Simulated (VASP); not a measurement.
# Ru (Cmcm) in VASP: a series of runs

The runs below take Ru through single point, with LDA.

Program: VASP 6.6.1. These are calculated values, not measurements. Logs are shortened: lines on timing, memory, paths and dates and some standing lists are left out, and cuts for length are marked.

### 1 The cell of the first run

The structure is orthorhombic, space group Cmcm (No. 63). Conventional cell: a = 2.567 Å, b = 4.446 Å, c = 4.227 Å, α = 90.00°, β = 90.00°, γ = 90.00°. Within 3.2 Å of Ru (site symmetry m2m) lie 12 Ru at 2.44 to 2.67 Å.

### 2 Single point, LDA (atoms displaced along a vibrational mode, the cell strained)

File INCAR:

```
SYSTEM = Ru
ALGO     = Fast           ! electronic algorithm
EDIFF    = 1E-6           ! SCF threshold, eV
ENCUT    = 520            ! plane-wave cutoff, eV
ISIF     = 2              ! what is computed and relaxed
ISMEAR   = 0              ! smearing method
LASPH    = .True.         ! aspherical terms in the spheres
LCHARG   = .True.         ! write CHGCAR
LELF     = .True.         ! ELF
LREAL    = .False.        ! projectors in reciprocal space
LVHAR    = .True.       
LWAVE    = .False.        ! write WAVECAR
NBANDS   = 21             ! bands
NELM     = 60             ! most SCF steps
PREC     = Accurate       ! precision mode
SIGMA    = 0.15           ! smearing width, eV
```

File KPOINTS:

```
k-points
0
Gamma
  21 21 10
  0 0 0
```

File POSCAR:

```
Ru
1.0
    2.5670964504      0.0000000000      0.0000000000
   -1.2835482252      2.2231707400      0.0000000000
    0.0000000000      0.0000000000      4.2267610266
Ru
2
Direct
    0.3635604314      0.7271208628      0.2500000000
    0.6364395686      0.2728791372      0.7500000000
```

Potentials or basis: VASP PAW LDA potentials, release 64 (Ru_pv).

Run with:

```console
$ cat potpaw_LDA.64/Ru_pv/POTCAR > POTCAR
$ mpirun -np 1 vasp_std > vasp.out
```

OUTCAR:

```text
SYSTEM = Ru
   EDIFF = 1E-6
   ENCUT = 520
   ISIF = 2
   ISMEAR = 0
   LASPH = .True.
   LREAL = .False.
   NELM = 60
   PREC = Accurate

 ion  position               nearest neighbor table
   1  0.364  0.727  0.250-   2 2.44   2 2.44   2 2.67   2 2.67   2 2.67   2 2.67
   2  0.636  0.273  0.750-   1 2.44   1 2.44   1 2.67   1 2.67   1 2.67   1 2.67

  LATTYP: Found a hexagonal cell.
 ALAT       =     2.5670964504
 C/A-ratio  =     1.6465143045

  Lattice vectors:

 A1 = (   2.5670964504,   0.0000000000,   0.0000000000)
 A2 = (  -1.2835482252,   2.2231707400,   0.0000000000)
 A3 = (   0.0000000000,   0.0000000000,   4.2267610266)

Analysis of symmetry for initial positions (statically):
=====================================================================
 Subroutine PRICEL returns:
 Original cell was already a primitive cell.

 Routine SETGRP: Setting up the symmetry group for a
 hexagonal supercell.

 Subroutine GETGRP returns: Found  8 space group operations
 (whereof  4 operations were pure point group operations)
 out of a pool of 24 trial point group operations.

The static configuration has the point symmetry C_2h.
 The point group associated with its full space group is D_2h.

Analysis of symmetry for dynamics (positions and initial velocities):
=====================================================================
 Subroutine PRICEL returns:
 Original cell was already a primitive cell.

 Routine SETGRP: Setting up the symmetry group for a
 hexagonal supercell.

 Subroutine GETGRP returns: Found  8 space group operations
 (whereof  4 operations were pure point group operations)
 out of a pool of 24 trial point group operations.

The dynamic configuration has the point symmetry C_2h.
 The point group associated with its full space group is D_2h.

 Subroutine INISYM returns: Found  8 space group operations
 (whereof  4 operations are pure point group operations),
 and found     1 'primitive' translations

----------------------------------------------------------------------------------------

                                     Primitive cell

  volume of cell :      24.1225

  direct lattice vectors                    reciprocal lattice vectors
     2.567096450  0.000000000  0.000000000     0.389545161  0.224904004  0.000000000
    -1.283548225  2.223170740  0.000000000     0.000000000  0.449808007  0.000000000
     0.000000000  0.000000000  4.226761027     0.000000000  0.000000000  0.236587778

[... 80 lines left out ...]
   LASPH  =      T    aspherical Exc in radial PAW
   ENCUT  =  520.0 eV  38.22 Ry    6.18 a.u.   4.77  4.77  7.86*2*pi/ulx,y,z
   NELM   =     60;   NELMIN=  2; NELMDL= -5     # of ELM steps
   EDIFF  = 0.1E-05   stopping-criterion for ELM
   LREAL  =      F    real-space projection
   EDIFFG = 0.1E-04   stopping-criterion for IOM
   NSW    =      0    number of steps for IOM
   IBRION =     -1    ionic relax: 0-MD 1-quasi-New 2-CG
   NFREE  =      0    steps in history (QN), initial steepest desc. (CG)
   ISIF   =      2    stress and relaxation
   ISYM   =      2    0-nonsym 1-usesym 2-fastsym
   POTIM  = 0.5000    time-step for ionic-motion
   TEBEG  =    0.0;   TEEND  =   0.0 temperature during run
   PSTRESS=    0.0 pullay stress
   NELECT =      28.0000    total number of electrons
   NUPDOWN=      -1.0000    fix difference up-down
   EMIN   =  10.00;   EMAX   =-10.00  energy-range for DOS
   EFERMI =   0.00;   METHOD = LEGACY
   ISMEAR =     0;   SIGMA  =   0.15  broadening in eV -4-tet -1-fermi 0-gaus
   EFERMI_NEDOS =   21; number of points for ismear=-14 and -15
   IALGO  =     68    algorithm
   IMIX   =      4    mixing-type and parameters
     AMIX     =   0.40;   BMIX     =  1.00
     AMIX_MAG =   1.60;   BMIX_MAG =  1.00
  volume/ion in A,a.u.               =      12.06        81.39
  Fermi-wavevector in a.u.,A,eV,Ry     =   1.720494  3.251263 40.274621  2.960101
  Thomas-Fermi vector in A             =   2.796923
   LORBIT       =      0    0 simple, 1 ext, 2 COOP (PROOUT), +10 PAW based schemes
   GGA     = CA    functional components
   LHFCALC =     F    Hartree Fock is set to
   AEXX    =    0.0000 exact exchange contribution
   IVDW    =     0    specifies the selected vdW correction
   LEPSILON=     F    determine dielectric tensor
   LRPA    =     F    only Hartree local field effects (RPA)
 non-spin polarized calculation
 RMM-DIIS sequential band-by-band and
 Gauss-broadening in eV      SIGMA  =   0.15
  energy-cutoff  :      520.00
  volume of cell :       24.12
 maximum number of plane-waves:       664
   NGX =  9   NGY =  9   NGZ = 15

 number of electron      27.9999999 magnetization

 Free energy of the ion-electron system (eV)
  ---------------------------------------------------
  ext. energy  EPLUGINS =         0.00000000
  ---------------------------------------------------
  free energy    TOTEN  =       -20.81253659 eV

  energy without entropy =      -20.79473637  energy(sigma->0) =      -20.80363648

 E-fermi :  15.0793     XC(G=0): -15.1094

 val. band max:       15.0778816832   @ k =   0.2857   0.2857   0.0000
 cond. band min:      15.0799012114   @ k =   0.1429   0.0952   0.3000
 fundamental gap:      0.0020195283
 Fermi energy:        15.0792995353

 k-point     1 :       0.0000    0.0000    0.0000
  band No.  band energies     occupation
      1     -28.9782      2.00000
      2     -27.5741      2.00000
      3     -27.3726      2.00000
      4     -27.3240      2.00000
      5     -27.2804      2.00000
      6     -27.2773      2.00000
[... 565 lines left out ...]
     20      24.9421      0.00000
     21      26.2291      0.00000

 [... further k-points ...]

------------------------ aborting loop because EDIFF is reached ----------------------------------------

  FORCE on cell =-STRESS in cart. coord.  units (eV):
  Direction    XX          YY          ZZ          XY          YZ          ZX
  --------------------------------------------------------------------------------------
  -------------------------------------------------------------------------------------
  Total        6.0827483      8.3243600      4.8677336      0.0000000     -0.0000000      0.0000000
  in kB      404.0059216    552.8900039    323.3066856      0.0000000     -0.0000000      0.0000000
  external PRESSURE =     426.7342037 kB  Pullay stress =       0.0000000 kB

 VOLUME and BASIS-vectors are now :
 -----------------------------------------------------------------------------
  energy-cutoff  :      520.00
  volume of cell :       24.12
      direct lattice vectors                 reciprocal lattice vectors
     2.567096450  0.000000000  0.000000000     0.389545161  0.224904004  0.000000000
    -1.283548225  2.223170740  0.000000000     0.000000000  0.449808007  0.000000000
     0.000000000  0.000000000  4.226761027     0.000000000  0.000000000  0.236587778

 POSITION                                       TOTAL-FORCE (eV/Angst)
 -----------------------------------------------------------------------------------
      0.00000      1.61651      1.05669         0.000000     -2.147173      0.000000
      1.28355      0.60666      3.17007        -0.000000      2.147173      0.000000
 -----------------------------------------------------------------------------------
    total drift:                                0.000000     -0.000000      0.000000

  FREE ENERGIE OF THE ION-ELECTRON SYSTEM (eV)
  ---------------------------------------------------
  free  energy   TOTEN  =       -20.8125365897 eV

  energy  without entropy=      -20.7947363696  energy(sigma->0) =      -20.80363648
```

Wall time 2.8 min (1 thread of AMD EPYC 9R45 (Zen 5), shared host); peak memory 0.33 GiB.

What came out:

```
Free energy            : -20.8125 eV
Pressure               : 42.7 GPa
Largest force          : 2.147 eV/Å
Band gap on the k mesh : zero (bands 14 and 15 overlap by 3.75 eV)
```

Forces on the atoms (eV/Å):
```
Ru   0.000 -2.147  0.000
Ru   0.000  2.147  0.000
```

Stress tensor (GPa, compression positive):
```
40.40  0.00  0.00
 0.00 55.29  0.00
 0.00  0.00 32.33
```

Caveat: the cell differs from its parent crystal (atoms displaced along a vibrational mode, the cell strained); the stress differs along the axes, from 32 to 55 GPa; forces of over 1 eV/Å act on the atoms, so gaps and moduli don't describe the material at rest.

### 3 Single point, LDA (atoms displaced along a vibrational mode, the cell strained)

File INCAR:

```
ALGO = Fast
EDIFF = 1E-6
ENCUT = 520
ISIF = 2
ISMEAR = 0
LASPH = True
LCHARG = False
LREAL = False
LWAVE = False
NBANDS = 21
NELM = 100
PREC = Accurate
SIGMA = 0.15
```

File KPOINTS:

```
k-points
0
Gamma
  21 21 10
```

File POSCAR:

```
Ru
1.0
    2.5670964504      0.0000000000      0.0000000000
   -1.2835482252      2.2231707400      0.0000000000
    0.0000000000      0.0000000000      4.2267610266
Ru
2
Direct
    0.3031062353      0.6062124705      0.2500000000
    0.6968937647      0.3937875295      0.7500000000
```

Potentials or basis: VASP PAW LDA potentials, release 64 (Ru_pv).

Run with:

```console
$ cat potpaw_LDA.64/Ru_pv/POTCAR > POTCAR
$ mpirun -np 1 vasp_std > vasp.out
```

It took 2.4 min on 1 thread of AMD EPYC 9R45 (Zen 5), shared host; peak memory 0.33 GiB.

Results (log left out):

| Quantity | Value |
| --- | --- |
| Free energy | -20.7952 eV |
| Pressure | 42.0 GPa |
| Largest force | 2.336 eV/Å |
| Band gap on the k mesh | zero (bands 14 and 15 overlap by 3.92 eV) |

Forces on the atoms (eV/Å):
```
Ru   0.000  2.336  0.000
Ru   0.000 -2.336  0.000
```

Stress tensor (GPa, compression positive):
```
55.29  0.00  0.00
 0.00 38.39  0.00
 0.00  0.00 32.21
```

Levels at points of the mesh, in eV from the Fermi level:
```
           k point  band 11  band 12  band 13  band 14  band 15  band 16  band 17  band 18
(0.00, 0.00, 0.00)    -2.79    -2.30    -2.15    -2.13    -0.28     0.28     0.93     2.33
(0.00, 0.00, 0.50)    -3.22    -3.22    -3.03    -3.03     0.22     0.22     0.68     0.68
```

Caveat: the cell differs from its parent crystal (atoms displaced along a vibrational mode, the cell strained); the stress differs along the axes, from 32 to 55 GPa; forces of over 1 eV/Å act on the atoms, so gaps and moduli don't describe the material at rest.
